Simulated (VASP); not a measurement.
# N (Cmcm) in VASP: single point with r2SCAN

Aim: the single point of N with r2SCAN.

Everything below comes from runs of VASP 6.6.1. Logs are shortened: lines on timing, memory, paths and dates and some standing lists are left out, and cuts for length are marked.

### 1 The cell of the first run

The structure is orthorhombic, space group Cmcm (No. 63). The conventional cell has a = 3.820 Å, b = 6.286 Å, c = 5.890 Å, α = 90.00°, β = 90.00°, γ = 90.00°. Within 4.7 Å of N (site symmetry m2m) lie 12 N at 3.61 to 3.82 Å.

### 2 Single point, r2SCAN, collinear spin, ferromagnetic start (strain +0.0525 x Voigt [1, 0, 0, 0, 0, 0])

POSCAR reads:

```
N
1.0
    3.8195242362      0.0000000000      0.0000000000
   -1.9097621181      3.1428076190      0.0000000000
    0.0000000000      0.0000000000      5.8900000000
N
2
Direct
    0.3333333333      0.6666666667      0.2500000000
    0.6666666667      0.3333333333      0.7500000000
```

INCAR.step1 reads:

```
  PREC = Accurate
  ENCUT = 520
  ISMEAR = 0
  SIGMA = 0.05
  LREAL = False
  LASPH = True
  NELM = 150
  ISPIN = 2
  MAGMOM = 3.2 3.2
  NBANDS = 16
  GGA = PE
  ALGO = Normal
  EDIFF = 1E-4
  LWAVE = True
  LCHARG = False
```

INCAR.step2 reads:

```
  PREC = Accurate
  ENCUT = 520
  EDIFF = 1E-6
  ISMEAR = 0
  SIGMA = 0.05
  LREAL = False
  LASPH = True
  NELM = 150
  ALGO = Normal
  ISIF = 2
  LWAVE = False
  LCHARG = False
  ISPIN = 2
  MAGMOM = 3.2 3.2
  LORBIT = 11
  METAGGA = R2SCAN
  LMIXTAU = True
  NBANDS = 16
  ISTART = 1
```

KPOINTS reads:

```
Automatic mesh
0
Gamma
  6 6 4
```

Potentials or basis: VASP PAW PBE potentials, release 64 (N).

The run is started by

```bash
$ cat potpaw_PBE.64/N/POTCAR > POTCAR
$ cp INCAR.step1 INCAR
$ mpirun -np 1 vasp_std > vasp.out
$ cp INCAR.step2 INCAR
$ mpirun -np 1 vasp_std > vasp.out
```

OUTCAR:

```text
PREC = Accurate
   ENCUT = 520
   EDIFF = 1E-6
   ISMEAR = 0
   LREAL = False
   LASPH = True
   NELM = 150
   ISIF = 2
   ISPIN = 2
   LORBIT = 11
   METAGGA = R2SCAN
   ISTART = 1

 ion  position               nearest neighbor table
   1  0.333  0.667  0.250-
   2  0.667  0.333  0.750-

  Warning from LATTYP: Monoclinic adjustment (A1->A3, A2->A1, A3->A2)!
  LATTYP: Found a base centered orthorhombic cell.
 ALAT       =     3.8195242362
 B/A-ratio  =     1.6456539740
 C/A-ratio  =     1.5420768755

  Lattice vectors:

 A1 = (   1.9097621181,  -3.1428076190,   0.0000000000)
 A2 = (   1.9097621181,   3.1428076190,   0.0000000000)
 A3 = (   0.0000000000,   0.0000000000,   5.8900000000)

Analysis of symmetry for initial positions (statically):
=====================================================================
 Subroutine PRICEL returns:
 Original cell was already a primitive cell.

 Routine SETGRP: Setting up the symmetry group for a
 base centered orthorhombic supercell.

 Subroutine GETGRP returns: Found  8 space group operations
 (whereof  4 operations were pure point group operations)
 out of a pool of  8 trial point group operations.

The static configuration has the point symmetry C_2h.
 The point group associated with its full space group is D_2h.

Analysis of symmetry for dynamics (positions and initial velocities):
=====================================================================
 Subroutine PRICEL returns:
 Original cell was already a primitive cell.

 Routine SETGRP: Setting up the symmetry group for a
 base centered orthorhombic supercell.

 Subroutine GETGRP returns: Found  8 space group operations
 (whereof  4 operations were pure point group operations)
 out of a pool of  8 trial point group operations.

The dynamic configuration has the point symmetry C_2h.
 The point group associated with its full space group is D_2h.

Analysis of structural, dynamic, and magnetic symmetry:
=====================================================================
 Subroutine PRICEL returns:
 Original cell was already a primitive cell.

 Routine SETGRP: Setting up the symmetry group for a
 base centered orthorhombic supercell.

 Subroutine GETGRP returns: Found  8 space group operations
 (whereof  4 operations were pure point group operations)
 out of a pool of  8 trial point group operations.

The overall configuration has the point symmetry C_2h.
 The point group associated with its full space group is D_2h.

[... 115 lines left out ...]
   IALGO  =     38    algorithm
   IMIX   =      4    mixing-type and parameters
     AMIX     =   0.40;   BMIX     =  1.00
     AMIX_MAG =   1.60;   BMIX_MAG =  1.00
  volume/ion in A,a.u.               =      35.35       238.57
  Fermi-wavevector in a.u.,A,eV,Ry     =   0.852957  1.611856  9.898734  0.727536
  Thomas-Fermi vector in A             =   1.969326
   LORBIT       =     11    0 simple, 1 ext, 2 COOP (PROOUT), +10 PAW based schemes
   METAGGA = R2SCAN    functional components
   LHFCALC =     F    Hartree Fock is set to
   AEXX    =    0.0000 exact exchange contribution
   IVDW    =     0    specifies the selected vdW correction
   LEPSILON=     F    determine dielectric tensor
   LRPA    =     F    only Hartree local field effects (RPA)
 spin polarized calculation
 Gauss-broadening in eV      SIGMA  =   0.05
  energy-cutoff  :      520.00
  volume of cell :       70.70
 maximum number of plane-waves:      1920
   NGX = 15   NGY = 13   NGZ = 21

 number of electron       9.9999999 magnetization       5.9999998

 Free energy of the ion-electron system (eV)
  ---------------------------------------------------
  ext. energy  EPLUGINS =         0.00000000
  ---------------------------------------------------
  free energy    TOTEN  =        -8.87860166 eV

  energy without entropy =       -8.87860166  energy(sigma->0) =       -8.87860166

 E-fermi :  -5.8455     XC(G=0):  -5.1137

 val. band max:       -6.1491006600   @ k =   0.0000   0.0000   0.0000
 cond. band min:      -2.0914752103   @ k =   0.0000   0.0000   0.0000
 fundamental gap:      4.0576254497
 Fermi energy:        -5.8455421790

 spin component 1

 k-point     1 :       0.0000    0.0000    0.0000
  band No.  band energies     occupation
      1     -19.3249      1.00000
      2     -19.0635      1.00000
      3      -7.2576      1.00000
      4      -6.3472      1.00000
      5      -6.2963      1.00000
      6      -6.2199      1.00000
[... 435 lines left out ...]
      5      -6.6832      1.00000
      6      -6.5420      1.00000
[... 8 lines left out ...]
     15      10.9168      0.00000
     16      12.8858      0.00000

 [... further k-points ...]

 spin component 2

 k-point     1 :       0.0000    0.0000    0.0000
  band No.  band energies     occupation
      1     -13.3460      1.00000
      2     -12.8815      1.00000
      3      -2.0915      0.00000
      4      -0.3387      0.00000
      5      -0.2531      0.00000
      6      -0.1245      0.00000
[... 435 lines left out ...]
      5      -1.0089      0.00000
      6      -0.7290      0.00000
[... 8 lines left out ...]
     15      13.5662      0.00000
     16      15.6914      0.00000

 [... further k-points ...]
[... 5 lines left out ...]
  --------------------------------------------------------------------------------------
  -------------------------------------------------------------------------------------
  Total       -0.0001568      0.0363101      0.0508140      0.0000000      0.0000000      0.0000000
  in kB       -0.0035533      0.8228022      1.1514682      0.0000000      0.0000000      0.0000000
  external PRESSURE =       0.6569057 kB  Pullay stress =       0.0000000 kB

 VOLUME and BASIS-vectors are now :
 -----------------------------------------------------------------------------
  energy-cutoff  :      520.00
  volume of cell :       70.70
      direct lattice vectors                 reciprocal lattice vectors
     3.819524236  0.000000000  0.000000000     0.261812712  0.159093416  0.000000000
    -1.909762118  3.142807619  0.000000000     0.000000000  0.318186832  0.000000000
     0.000000000  0.000000000  5.890000000     0.000000000  0.000000000  0.169779287

 POSITION                                       TOTAL-FORCE (eV/Angst)
 -----------------------------------------------------------------------------------
     -0.00000      2.09521      1.47250         0.000000     -0.003394     -0.000000
      1.90976      1.04760      4.41750        -0.000000      0.003394      0.000000
 -----------------------------------------------------------------------------------
    total drift:                                0.000000     -0.000000      0.000000

  FREE ENERGIE OF THE ION-ELECTRON SYSTEM (eV)
  ---------------------------------------------------
  free  energy   TOTEN  =        -8.8786016628 eV

  energy  without entropy=       -8.8786016628  energy(sigma->0) =       -8.87860166

 total charge

# of ion       s       p       d       tot
------------------------------------------
    1        1.359   1.939   0.000   3.299
    2        1.359   1.939   0.000   3.299
--------------------------------------------------
tot          2.719   3.879   0.000   6.597

 magnetization (x)

# of ion       s       p       d       tot
------------------------------------------
    1        0.050   1.939   0.000   1.989
    2        0.050   1.939   0.000   1.989
--------------------------------------------------
tot          0.100   3.878   0.000   3.978
```

OUTCAR.step1:

```text
PREC = Accurate
   ENCUT = 520
   ISMEAR = 0
   LREAL = False
   LASPH = True
[... 1162 lines left out ...]
     -0.00000      2.09521      1.47250         0.000000     -0.004049      0.000000
      1.90976      1.04760      4.41750        -0.000000      0.004049     -0.000000
 -----------------------------------------------------------------------------------
    total drift:                                0.000000     -0.000000      0.000000

  FREE ENERGIE OF THE ION-ELECTRON SYSTEM (eV)
  ---------------------------------------------------
  free  energy   TOTEN  =        -6.2172685314 eV

  energy  without entropy=       -6.2172685314  energy(sigma->0) =       -6.21726853
```

OSZICAR.step1:

```text
N       E                     dE             d eps       ncg     rms          rms(c)
DAV:   1     0.446795167458E+02    0.44680E+02   -0.39600E+03  2496   0.482E+02
DAV:   2    -0.250796769823E+01   -0.47187E+02   -0.40297E+02  3744   0.111E+02
DAV:   3    -0.610286687830E+01   -0.35949E+01   -0.35843E+01  2856   0.311E+01
DAV:   4    -0.612648449495E+01   -0.23618E-01   -0.23617E-01  3144   0.318E+00
DAV:   5    -0.612663216899E+01   -0.14767E-03   -0.14767E-03  2832   0.225E-01    0.206E+00
DAV:   6    -0.615409062199E+01   -0.27458E-01   -0.80658E-02  2544   0.173E+00    0.934E-01
DAV:   7    -0.620676430410E+01   -0.52674E-01   -0.46789E-02  2512   0.154E+00    0.340E-01
DAV:   8    -0.621746849657E+01   -0.10704E-01   -0.39309E-03  2568   0.461E-01    0.134E-01
DAV:   9    -0.621719675062E+01    0.27175E-03   -0.55748E-04  2528   0.165E-01    0.818E-02
DAV:  10    -0.621726853135E+01   -0.71781E-04   -0.19560E-04  2576   0.105E-01
   1 F= -.62172685E+01 E0= -.62172685E+01  d E =-.170411E-14  mag=     6.0004
```

Run time: 3.1 min. Hardware: 1 thread of Intel Xeon Platinum 8259CL at 2.50GHz (Skylake/Cascade Lake), shared host; peak memory 0.25 GiB.

What came out:

```yaml
Free_energy: -8.8786 eV
Pressure: 0.1 GPa
Largest_force: 0.003 eV/Å
Band_gap_on_the_k_mesh: 4.06 eV, direct
Net_moment: 6.00 μB per cell
Site_moments: N +1.99 μB
Valence_electrons_inside_the_program's_atomic_spheres: N 3.30
```

Forces on the atoms (eV/Å):
```
N    0.000 -0.003  0.000
N    0.000  0.003  0.000
```

Stress tensor (GPa, compression positive):
```
0.00 0.00 0.00
0.00 0.08 0.00
0.00 0.00 0.12
```

Caveat: the cell differs from its parent crystal (strain +0.0525 x Voigt [1, 0, 0, 0, 0, 0]); the PAW data sets were made with another functional, which shifts forces and pressure a little. A k mesh can miss the band edges.
